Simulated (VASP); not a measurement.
Wanted: the native input for a VASP 6.6.1 run.

| Quantity | Value |
| --- | --- |
| Task | single point |
| Functional | r2SCAN |
| Potentials or basis | VASP PAW PBE potentials, release 64 (Mg, S) |
| Cutoff | 520 eV |
| k mesh | 6 × 6 × 6 |
| Occupations | gaussian, width 0.01 eV |
| Spin | no spin polarisation |
| Dipole correction | no |
| Further INCAR settings | ALGO = Normal; EDIFF = 1e-06; NBANDS = 11 |

The system is MgS.

```
CELL_PARAMETERS angstrom
0.00000 2.83088 2.83088
2.83088 0.00000 2.83088
2.83088 2.83088 0.00000
ATOMIC_POSITIONS crystal
Mg 0.00000 0.00000 0.00000
S 0.25000 0.25000 0.25000
```

One way to write it, as run:

POSCAR

```
MgS
1.0
    0.0000000000      2.8308768404      2.8308768404
    2.8308768404      0.0000000000      2.8308768404
    2.8308768404      2.8308768404      0.0000000000
Mg S
1 1
Direct
    0.0000000000      0.0000000000      0.0000000000
    0.2500000000      0.2500000000      0.2500000000
```

INCAR.step1

```
SYSTEM = MgS
PREC = Accurate ; ENCUT = 520
ISMEAR = 0 ; SIGMA = 0.01
LREAL = .False. ; LASPH = .True.
NELM = 100 ; NBANDS = 11
GGA = PE ; ALGO = Normal
EDIFF = 1E-4 ; LWAVE = .True.
LCHARG = .False.
```

INCAR.step2

```
SYSTEM = MgS
PREC = Accurate ; ENCUT = 520
EDIFF = 1E-6 ; ISMEAR = 0
SIGMA = 0.01 ; LREAL = .False.
LASPH = .True. ; NELM = 100
ALGO = Normal ; ISIF = 2
LWAVE = .False. ; LCHARG = .False.
METAGGA = R2SCAN ; LMIXTAU = .True.
NBANDS = 11 ; ISTART = 1
```

KPOINTS

```
regular mesh
0
Gamma
  6 6 6
  0 0 0
```

Potentials or basis: VASP PAW PBE potentials, release 64 (Mg, S).

Command:

```sh
$ cat potpaw_PBE.64/Mg/POTCAR potpaw_PBE.64/S/POTCAR > POTCAR
$ cp INCAR.step1 INCAR
$ mpirun -np 1 vasp_std > vasp.out
$ cp INCAR.step2 INCAR
$ mpirun -np 1 vasp_std > vasp.out
```

It gave:

```yaml
Pressure: -0.3 GPa
Band_gap_on_the_k_mesh: 4.13 eV, direct
```

Caveat: the PAW data sets were made with another functional, which shifts forces and pressure a little.

Wall time 24 s on 1 thread of Intel(R) Xeon(R) 6975P-C (Granite Rapids) (shared host), peak memory 0.16 GiB.
